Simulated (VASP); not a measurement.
# GaAs in VASP: single point with PBE+D3(BJ)

Aim: the single point of GaAs with PBE+D3(BJ).

Everything below comes from runs of VASP 6.6.1. Logs are shortened: lines on timing, memory, paths and dates and some standing lists are left out, and cuts for length are marked.

### 1 The cell of the first run

The cell holds a slab with vacuum, 16 atoms: a = 8.027 Å, b = 8.027 Å, c = 24.945 Å, α = 90.00°, β = 90.00°, γ = 120.00°.

### 2 Single point, PBE+D3(BJ)

The input, INCAR:

```
SYSTEM = GaAs
PREC     = Accurate       ! precision mode
ENCUT    = 520            ! plane-wave cutoff, eV
EDIFF    = 1E-7           ! SCF threshold, eV
ISMEAR   = 0              ! smearing method
SIGMA    = 0.05           ! smearing width, eV
LREAL    = Auto         
LASPH    = .TRUE.         ! aspherical terms in the spheres
NELM     = 100            ! most SCF steps
ALGO     = Normal         ! electronic algorithm
ISIF     = 2              ! what is computed and relaxed
LWAVE    = .FALSE.        ! write WAVECAR
LCHARG   = .FALSE.        ! write CHGCAR
LDIPOL   = .TRUE.       
IDIPOL   = 3            
DIPOL    = 0.5 0.5 0.405
GGA      = PE             ! functional
IVDW     = 12             ! dispersion correction
NBANDS   = 86             ! bands
```

The input, KPOINTS:

```
Automatic mesh
0
G
  2 2 1
  0 0 0
```

The input, POSCAR:

```
GaAs
1.0
    8.0267120191      0.0000000000      0.0000000000
   -4.0133560095      6.9513365174      0.0000000000
    0.0000000000      0.0000000000     24.9450143248
As Ga
8 8
Direct
    0.5000000000      0.0000000000      0.3207053681
    0.5000000000      0.5000000000      0.3207053681
    0.0000000000      0.0000000000      0.3207053681
    0.0000000000      0.5000000000      0.3207053681
    0.6601798561      0.8398201439      0.4609519436
    0.6644322386      0.3355677614      0.4608910122
    0.1644322386      0.8355677614      0.4608910122
    0.1601798561      0.3398201439      0.4609519436
    0.1666666667      0.8333333333      0.3535465144
    0.1666666667      0.3333333333      0.3535465144
    0.6666666667      0.8333333333      0.3535465144
    0.6666666667      0.3333333333      0.3535465144
    0.3295159788      0.6704840212      0.4869997458
    0.3281142281      0.1718857719      0.4797026036
    0.8281142281      0.6718857719      0.4797026036
    0.8295159788      0.1704840212      0.4869997458
```

Potentials or basis: VASP PAW PBE potentials, release 64 (As, Ga_d).

Run with:

```console
> cat potpaw_PBE.64/As/POTCAR potpaw_PBE.64/Ga_d/POTCAR > POTCAR
> mpirun -np 1 vasp_std > vasp.out
```

OUTCAR:

```text
SYSTEM = GaAs
   PREC = Accurate
   ENCUT = 520
   EDIFF = 1E-7
   ISMEAR = 0
   LREAL = Auto
   LASPH = .TRUE.
   NELM = 100
   ISIF = 2
   GGA = PE
   IVDW = 12
 IVDW          = 12

 ion  position               nearest neighbor table
   1  0.500  0.000  0.321-  12 2.46   9 2.46  11 2.46
   2  0.500  0.500  0.321-  11 2.46  10 2.46  12 2.46
   3  0.000  0.000  0.321-  10 2.46  11 2.46   9 2.46
   4  0.000  0.500  0.321-   9 2.46  12 2.46  10 2.46
   5  0.660  0.840  0.461-  15 2.38  16 2.39  13 2.39  11 2.68
   6  0.664  0.336  0.461-  15 2.38  14 2.38  16 2.39  12 2.68
   7  0.164  0.836  0.461-  14 2.38  15 2.38  13 2.39   9 2.68
   8  0.160  0.340  0.461-  14 2.38  13 2.39  16 2.39  10 2.68
   9  0.167  0.833  0.354-   4 2.46   1 2.46   3 2.46   7 2.68
  10  0.167  0.333  0.354-   3 2.46   2 2.46   4 2.46   8 2.68
  11  0.667  0.833  0.354-   2 2.46   3 2.46   1 2.46   5 2.68
  12  0.667  0.333  0.354-   1 2.46   4 2.46   2 2.46   6 2.68
  13  0.330  0.670  0.487-   7 2.39   8 2.39   5 2.39
  14  0.328  0.172  0.480-   8 2.38   7 2.38   6 2.38
  15  0.828  0.672  0.480-   5 2.38   6 2.38   7 2.38
  16  0.830  0.170  0.487-   6 2.39   5 2.39   8 2.39

  LATTYP: Found a hexagonal cell.
 ALAT       =     8.0267120191
 C/A-ratio  =     3.1077500059

  Lattice vectors:

 A1 = (   8.0267120191,   0.0000000000,   0.0000000000)
 A2 = (  -4.0133560095,   6.9513365174,   0.0000000000)
 A3 = (   0.0000000000,   0.0000000000,  24.9450143248)

Analysis of symmetry for initial positions (statically):
=====================================================================
 Subroutine PRICEL returns following result:

  LATTYP: Found a simple orthorhombic cell.
 ALAT       =     4.0133560096
 B/A-ratio  =     1.7320508076
 C/A-ratio  =     6.2155000118

  Lattice vectors:

 A1 = (   2.0066780048,   3.4756682587,   0.0000000000)
 A2 = (  -6.0200340143,   3.4756682587,   0.0000000000)
 A3 = (   0.0000000000,   0.0000000000,  24.9450143248)

   2 primitive cells build up your supercell.

 Routine SETGRP: Setting up the symmetry group for a
 hexagonal supercell.

 Subroutine GETGRP returns: Found  2 space group operations
 (whereof  2 operations were pure point group operations)
 out of a pool of 24 trial point group operations.

The static configuration has the point symmetry C_1h.

Analysis of symmetry for dynamics (positions and initial velocities):
=====================================================================
 Subroutine PRICEL returns following result:

  LATTYP: Found a simple orthorhombic cell.
 ALAT       =     4.0133560096
 B/A-ratio  =     1.7320508076
 C/A-ratio  =     6.2155000118

  Lattice vectors:

 A1 = (   2.0066780048,   3.4756682587,   0.0000000000)
 A2 = (  -6.0200340143,   3.4756682587,   0.0000000000)
 A3 = (   0.0000000000,   0.0000000000,  24.9450143248)

   2 primitive cells build up your supercell.

 Routine SETGRP: Setting up the symmetry group for a
 hexagonal supercell.

 Subroutine GETGRP returns: Found  2 space group operations
 (whereof  2 operations were pure point group operations)
 out of a pool of 24 trial point group operations.

The dynamic configuration has the point symmetry C_1h.

 Subroutine INISYM returns: Found  2 space group operations
 (whereof  2 operations are pure point group operations),
 and found     2 'primitive' translations

----------------------------------------------------------------------------------------

                                     Primitive cell

  volume of cell :     695.9207

  direct lattice vectors                    reciprocal lattice vectors
     2.006678005  3.475668259  0.000000000     0.124584014  0.215785842  0.000000000
    -6.020034014  3.475668259  0.000000000    -0.124584014  0.071928614  0.000000000
     0.000000000  0.000000000 24.945014325     0.000000000  0.000000000  0.040088171

  length of vectors
     4.013356010  6.951336517 24.945014325     0.249168027  0.143857228  0.040088171

  position of ions in fractional coordinates (direct lattice)
     0.500000000  0.500000000  0.320705368
     0.000000000  0.000000000  0.320705368
     0.500000000  0.179640288  0.460951944
     1.000000000  0.671135523  0.460891012
     0.000000000  0.666666667  0.353546514
     0.500000000  0.166666667  0.353546514
     0.000000000  0.340968042  0.486999746
     0.500000000  0.843771544  0.479702604

  ion indices of the primitive-cell ions
   primitive index   ion index
                 1           1
                 2           2
                 3           5
                 4           6
                 5           9
                 6          11
                 7          13
                 8          14

----------------------------------------------------------------------------------------

 KPOINTS: Automatic mesh

Automatic generation of k-mesh.
 Grid dimensions read from file:
 generate k-points for:    2    2    1

 Generating k-lattice:

  Cartesian coordinates                     Fractional coordinates (reciprocal lattice)
     0.062292007  0.035964307  0.000000000     0.500000000  0.000000000  0.000000000
     0.000000000  0.071928614  0.000000000     0.000000000  0.500000000  0.000000000
     0.000000000  0.000000000  0.040088171     0.000000000  0.000000000  1.000000000

  Length of vectors
     0.071928614  0.071928614  0.040088171

  Shift w.r.t. Gamma in fractional coordinates (k-lattice)
     0.000000000  0.000000000  0.000000000

 Subroutine IBZKPT returns following result:
 ===========================================

 Found      3 irreducible k-points:

 Following reciprocal coordinates:
            Coordinates               Weight
  0.000000  0.000000  0.000000      1.000000
  0.500000  0.000000  0.000000      2.000000
  0.500000  0.500000  0.000000      1.000000
   k-points           NKPTS =      3   k-points in BZ     NKDIM =      3   number of bands    NBANDS=     86
   number of dos      NEDOS =    301   number of ions     NIONS =     16
   total plane-waves  NPLWV = 691200
   dimension x,y,z NGX =    60 NGY =   60 NGZ =  192
   dimension x,y,z NGXF=   120 NGYF=  120 NGZF=  384
   ions per type =               8   8
   NGX,Y,Z   is equivalent  to a cutoff of  12.43, 12.43, 12.80 a.u.
   NGXF,Y,Z  is equivalent  to a cutoff of  24.85, 24.85, 25.59 a.u.
 SYSTEM =  GaAs
   PREC   = accura    normal or accurate (medium, high low for compatibility)
   ISTART =      0    job   : 0-new  1-cont  2-samecut
   ICHARG =      2    charge: 1-file 2-atom 10-const
   ISPIN  =      1    spin polarized calculation?
   LNONCOLLINEAR =      F non collinear calculations
   LSORBIT =      F    spin-orbit coupling
   LASPH  =      T    aspherical Exc in radial PAW
   ENCUT  =  520.0 eV  38.22 Ry    6.18 a.u.  14.92 14.92 46.38*2*pi/ulx,y,z
   NELM   =    100;   NELMIN=  2; NELMDL= -5     # of ELM steps
   EDIFF  = 0.1E-06   stopping-criterion for ELM
   LREAL  =      T    real-space projection
   EDIFFG = 0.1E-05   stopping-criterion for IOM
   NSW    =      0    number of steps for IOM
   IBRION =     -1    ionic relax: 0-MD 1-quasi-New 2-CG
   NFREE  =      0    steps in history (QN), initial steepest desc. (CG)
   ISIF   =      2    stress and relaxation
   ISYM   =      2    0-nonsym 1-usesym 2-fastsym
   POTIM  = 0.5000    time-step for ionic-motion
   TEBEG  =    0.0;   TEEND  =   0.0 temperature during run
   PSTRESS=    0.0 pullay stress
   NELECT =     144.0000    total number of electrons
   NUPDOWN=      -1.0000    fix difference up-down
   EMIN   =  10.00;   EMAX   =-10.00  energy-range for DOS
   EFERMI =   0.00;   METHOD = LEGACY
   ISMEAR =     0;   SIGMA  =   0.05  broadening in eV -4-tet -1-fermi 0-gaus
   EFERMI_NEDOS =   21; number of points for ismear=-14 and -15
   IALGO  =     38    algorithm
   IMIX   =      4    mixing-type and parameters
     AMIX     =   0.40;   BMIX     =  1.00
     AMIX_MAG =   1.60;   BMIX_MAG =  1.00
  volume/ion in A,a.u.               =      86.99       587.04
  Fermi-wavevector in a.u.,A,eV,Ry     =   0.768539  1.452328  8.036305  0.590652
  Thomas-Fermi vector in A             =   1.869333
   LORBIT       =      0    0 simple, 1 ext, 2 COOP (PROOUT), +10 PAW based schemes
   GGA     = PE    functional components
   LHFCALC =     F    Hartree Fock is set to
   AEXX    =    0.0000 exact exchange contribution
   IVDW    =    12    specifies the selected vdW correction
   LEPSILON=     F    determine dielectric tensor
   LRPA    =     F    only Hartree local field effects (RPA)
 non-spin polarized calculation
 Gauss-broadening in eV      SIGMA  =   0.05
  energy-cutoff  :      520.00
  volume of cell :     1391.84
 maximum number of plane-waves:     37536
 NGX is ok and might be reduce to    60
   NGX = 29   NGY = 29   NGZ = 93

 dipolmoment           0.000000      0.000000      0.000005 electrons x Angstroem

 number of electron     143.9999958 magnetization

 dipolmoment           0.000000      0.000000     -0.644332 electrons x Angstroem

 Free energy of the ion-electron system (eV)
  ---------------------------------------------------
  ext. energy  EPLUGINS =         0.00000000
  ---------------------------------------------------
  free energy    TOTEN  =       -59.74558561 eV

  energy without entropy =      -59.72659752  energy(sigma->0) =      -59.73609156

 E-fermi :  -2.1212     XC(G=0):  -3.0724

 val. band max:       -2.1303456384   @ k =   0.0000   0.0000   0.0000
 cond. band min:      -1.8233350047   @ k =   0.5000   0.5000   0.0000
 fundamental gap:      0.3070106337
 Fermi energy:        -2.1212287518

 k-point     1 :       0.0000    0.0000    0.0000
  band No.  band energies     occupation
      1     -17.9833      2.00000
      2     -17.9693      2.00000
      3     -17.9632      2.00000
      4     -17.9603      2.00000
      5     -17.9005      2.00000
      6     -17.8909      2.00000
[... 76 lines left out ...]
     83       0.0366      0.00000
     84       0.0423      0.00000

 k-point     2 :       0.5000    0.0000    0.0000
  band No.  band energies     occupation
      1     -17.9716      2.00000
      2     -17.9716      2.00000
      3     -17.9534      2.00000
      4     -17.9534      2.00000
      5     -17.8966      2.00000
      6     -17.8966      2.00000
[... 76 lines left out ...]
     83       1.5764      0.00000
     84       1.5764      0.00000

 k-point     3 :       0.5000    0.5000    0.0000
  band No.  band energies     occupation
      1     -17.9805      2.00000
      2     -17.9614      2.00000
      3     -17.9544      2.00000
      4     -17.9530      2.00000
      5     -17.9030      2.00000
      6     -17.8891      2.00000
[... 76 lines left out ...]
     83       1.5379      0.00000
     84       1.6150      0.00000
 [bands above 84 left out]

------------------------ aborting loop because EDIFF is reached ----------------------------------------

 vacuum level on the upper side and lower side of the slab       (xc-potential included)        -1.089         0.952

 Edisp (eV)   -3.37089

 E8    (eV) :    -1.5749

  FORCE on cell =-STRESS in cart. coord.  units (eV):
  Direction    XX          YY          ZZ          XY          YZ          ZX
  --------------------------------------------------------------------------------------
  -------------------------------------------------------------------------------------
  Total       4.69481     4.64575    -0.11959    -0.04249    -0.09819     0.17006
  in kB       5.40429     5.34782    -0.13767    -0.04891    -0.11302     0.19576
  external pressure =        3.54 kB  Pullay stress =        0.00 kB

 VOLUME and BASIS-vectors are now :
 -----------------------------------------------------------------------------
  energy-cutoff  :      520.00
  volume of cell :     1391.84
      direct lattice vectors                 reciprocal lattice vectors
     8.026712019  0.000000000  0.000000000     0.124584014  0.071928614  0.000000000
    -4.013356009  6.951336517  0.000000000     0.000000000  0.143857228  0.000000000
     0.000000000  0.000000000 24.945014325     0.000000000  0.000000000  0.040088171

 POSITION                                       TOTAL-FORCE (eV/Angst)
 -----------------------------------------------------------------------------------
      4.01336      0.00000      8.00000        -0.022174      0.012802      0.158644
      2.00668      3.47567      8.00000        -0.009163      0.005290      0.214805
      0.00000      0.00000      8.00000        -0.009163      0.005290      0.214805
     -2.00668      3.47567      8.00000        -0.022174      0.012802      0.158644
      1.92858      5.83787     11.49845         0.044547     -0.025719      0.033290
      3.98645      2.33264     11.49693        -0.049200      0.028406      0.015249
[... 8 lines left out ...]
      3.95052      4.67050     11.96619         0.014802     -0.008546      0.036245
      5.97407      1.18509     12.14822         0.011425     -0.006596      0.002538
 -----------------------------------------------------------------------------------
    total drift:                                0.016611     -0.009591     -0.035731

  FREE ENERGIE OF THE ION-ELECTRON SYSTEM (eV)
  ---------------------------------------------------
  free  energy   TOTEN  =       -63.1164770175 eV

  energy  without entropy=      -63.0974889272  energy(sigma->0) =      -63.10698297

 vacuum level on the upper side and lower side of the slab         1.124         3.208
```

It took 28 min on 1 thread of Intel Xeon 8259CL, shared host; peak memory 1.3 GiB.

Results:

- Free energy: -63.1165 eV
- Largest force: 0.250 eV/Å
- Dispersion energy per atom: -0.211 eV

Forces in eV/Å, atoms in the order of the input:
```
As  -0.022  0.013  0.159
As  -0.009  0.005  0.215
As  -0.009  0.005  0.215
As  -0.022  0.013  0.159
As   0.045 -0.026  0.033
As  -0.049  0.028  0.015
As  -0.049  0.028  0.015
As   0.045 -0.026  0.033
Ga   0.062 -0.036 -0.219
Ga  -0.052  0.030 -0.242
Ga  -0.052  0.030 -0.242
Ga   0.062 -0.036 -0.219
Ga   0.011 -0.007  0.003
Ga   0.015 -0.009  0.036
Ga   0.015 -0.009  0.036
Ga   0.011 -0.007  0.003
```

Levels at points of the mesh, in eV from the Fermi level:
| k point | band 68 | band 69 | band 70 | band 71 | band 72 | band 73 | band 74 | band 75 | band 76 | band 77 |
| --- | --- | --- | --- | --- | --- | --- | --- | --- | --- | --- |
| (0.00, 0.00, 0.00) | -1.21 | -1.17 | -1.07 | -0.02 | -0.01 | -0.01 | 0.48 | 0.57 | 0.74 | 0.94 |
| (0.50, 0.00, 0.00) | -1.12 | -0.81 | -0.81 | -0.52 | -0.52 | 0.40 | 0.40 | 0.96 | 0.96 | 1.56 |
| (0.50, 0.50, 0.00) | -1.05 | -0.83 | -0.79 | -0.54 | -0.47 | 0.30 | 0.66 | 0.77 | 1.02 | 1.55 |

Caveat: the k points lie up to 0.45 Å⁻¹ apart.
